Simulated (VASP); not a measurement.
Input of a VASP 6.6.1 run:

File INCAR:

```
ALGO     = Normal         # electronic algorithm
EDIFF    = 1E-6           # SCF threshold, eV
ENCUT    = 520            # plane-wave cutoff, eV
GGA      = PE             # functional
ISIF     = 2              # what is computed and relaxed
ISMEAR   = 0              # smearing method
LASPH    = T              # aspherical terms in the spheres
LCHARG   = F              # write CHGCAR
LREAL    = F              # projectors in reciprocal space
LWAVE    = F              # write WAVECAR
NBANDS   = 44             # bands
NELM     = 60             # most SCF steps
PREC     = Accurate       # precision mode
SIGMA    = 0.05           # smearing width, eV
```

Contents of KPOINTS:

```
k-points
0
Gamma
  4 4 4
```

The input POSCAR:

```
CO2
1.0
    6.0577362522      0.0000000000      0.0000000000
    0.0000000000      6.0577362522      0.0000000000
    0.0000000000      0.0000000000      6.2394683398
C O
4 8
Direct
    0.0000000000      0.0000000000      0.0000000000
    0.5000000000      0.0000000000      0.5000000000
    0.5000000000      0.5000000000      0.0000000000
    0.0000000000      0.5000000000      0.5000000000
    0.1114834447      0.1114834447      0.1114834447
    0.3885165553      0.8885165553      0.6114834447
    0.6114834447      0.3885165553      0.8885165553
    0.8885165553      0.6114834447      0.3885165553
    0.8885165553      0.8885165553      0.8885165553
    0.6114834447      0.1114834447      0.3885165553
    0.3885165553      0.6114834447      0.1114834447
    0.1114834447      0.3885165553      0.6114834447
```

Potentials or basis: VASP PAW PBE potentials, release 64 (C, O).

Launch:

```sh
$ cat potpaw_PBE.64/C/POTCAR potpaw_PBE.64/O/POTCAR > POTCAR
$ mpirun -np 1 vasp_std > vasp.out
```

(1) Estimate the largest force.

(2) Predict the pressure.

(3) What does it give for the band gap on the k mesh?

Results:

(1) 0.564 eV/Å.

(2) -1.5 GPa.

(3) 6.51 eV.

Caveat: the cell differs from its parent crystal (engineering shear strain xz +0.0000, normal strain along z +0.0300); this functional lacks dispersion, which holds the molecules together, so the pressure and a relaxed volume are unreliable.
